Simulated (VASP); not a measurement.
Write the native input for VASP 6.6.1 that does the following.

```
Task                   : single point
Functional             : PBEsol
Potentials or basis    : VASP PAW PBE potentials, release 64 (W_sv)
Cutoff                 : 520 eV
k mesh                 : 24 × 24 × 24
Occupations            : gaussian, width 0.15 eV
Spin                   : no spin polarisation
Dipole correction      : no
Further INCAR settings : ALGO = Fast; EDIFF = 1e-06; NBANDS = 13
```

The structure of W lies in POSCAR:

```
W
1.0
   -1.5715325909      1.5715325909      1.6501092204
    1.5715325909     -1.5715325909      1.6501092204
    1.5715325909      1.5715325909     -1.6501092204
W
1
Direct
    0.0000000000      0.0000000000      0.0000000000
```

This cell differs from its parent crystal: ratio of the length along z to the lengths across it x 1.05, volume and fractional coordinates fixed.

These files were run (other wordings do the same):

INCAR

```
SYSTEM = W
PREC = Accurate ; ENCUT = 520
EDIFF = 1E-6 ; ISMEAR = 0
SIGMA = 0.15 ; LREAL = .False.
LASPH = .True. ; NELM = 60
ALGO = Fast ; ISIF = 2
LWAVE = .False. ; LCHARG = .True.
GGA = PS ; LELF = .True.
LVHAR = .True. ; NBANDS = 13
```

KPOINTS

```
regular mesh
0
Gamma
  24 24 24
  0 0 0
```

Potentials or basis: VASP PAW PBE potentials, release 64 (W_sv).

The run is started by

```console
$ cat potpaw_PBE.64/W_sv/POTCAR > POTCAR
$ mpirun -np 1 vasp_std > vasp.out
```

Results of the run:

```
Pressure               : -10.6 GPa
Band gap on the k mesh : zero (band 7 reaches 15.72 eV, above the bottom of band 8 at 9.92 eV)
```

Caveat: the PAW data sets were made with another functional, which shifts forces and pressure a little; spin-orbit coupling is left out, which moves the levels of the heavy elements.

Wall time 2.9 min on 1 thread of Intel Xeon 6975P-C, with other jobs on the host, peak memory 0.32 GiB.
